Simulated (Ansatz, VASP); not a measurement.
# One calculation of Pb, two programs

The input INCAR:

```
ALGO = Normal
EDIFF = 1E-6
ENCUT = 520
GGA = PE
ISIF = 2
ISMEAR = -1
LASPH = True
LCHARG = False
LREAL = False
LWAVE = False
NBANDS = 36
NELM = 100
PREC = Accurate
SIGMA = 0.1
```

KPOINTS

```
k-points
0
Gamma
  11 11 3
```

File POSCAR:

```
Pb
1.0
    3.5734784065      0.0000000000      0.0000000000
   -1.7867392033      3.0947230799      0.0000000000
    0.0000000000      0.0000000000     11.5496763729
Pb
4
Direct
    1.0000000000      1.0000000000      0.0000000000
    1.0000000000      1.0000000000      0.5000000000
    0.3333333333      0.6666666667      0.2500000000
    0.6666666667      0.3333333333      0.7500000000
```

Input for Ansatz:

```yaml
crystal:
  lattice:
    - [3.5734784065, 0.0, 0.0]
    - [-1.7867392033, 3.0947230799, 0.0]
    - [0.0, 0.0, 11.5496763729]
  atoms:
    - { symbol: Pb, position: [1.0, 1.0, 0.0] }
    - { symbol: Pb, position: [1.0, 1.0, 0.5] }
    - { symbol: Pb, position: [0.3333333333, 0.6666666667, 0.25] }
    - { symbol: Pb, position: [0.6666666667, 0.3333333333, 0.75] }
hamiltonian:
  xc: pbe
  pseudopotentials:
    kind: paw
    azcp:
      Pb: "pseudopotentials/Pb.paw.azcp"
basis:
  ecutwfc: 420
  fft_grid_basis: typed
kpoints:
  mp_grid: { grid: [11, 11, 3], shift: [0, 0, 0] }
magnetization:
  spin_polarized: false
scf:
  occupations: { method: fermi_dirac, width: 0.1 }
  lower_state_search: "off"
output:
  stress: true
```

Alike in both runs: task single point; functional PBE; k mesh 11 × 11 × 3; occupations fermi-dirac, width 0.1 eV; no spin polarisation.

|  | VASP | Ansatz |
| --- | --- | --- |
| version | VASP 6.6.1 | Ansatz 0.2.0 |
| potentials or method | VASP PAW PBE potentials, release 64 (Pb_d), cutoff 520 eV | plane waves (420 eV) with PAW, scalar-relativistic |
| valence electrons in the cell | 56 | 56 |

Ansatz gave:

| Property | Result |
| --- | --- |
| pressure (GPa) | 0.0 |
| traceless stress, the component that is largest in VASP (GPa) | 0.23 |

Task: What did VASP give for the same quantities?

Result: Pressure (GPa): -0.1; traceless stress, the component that is largest in VASP (GPa): 0.22.

Spin-orbit coupling is off throughout.
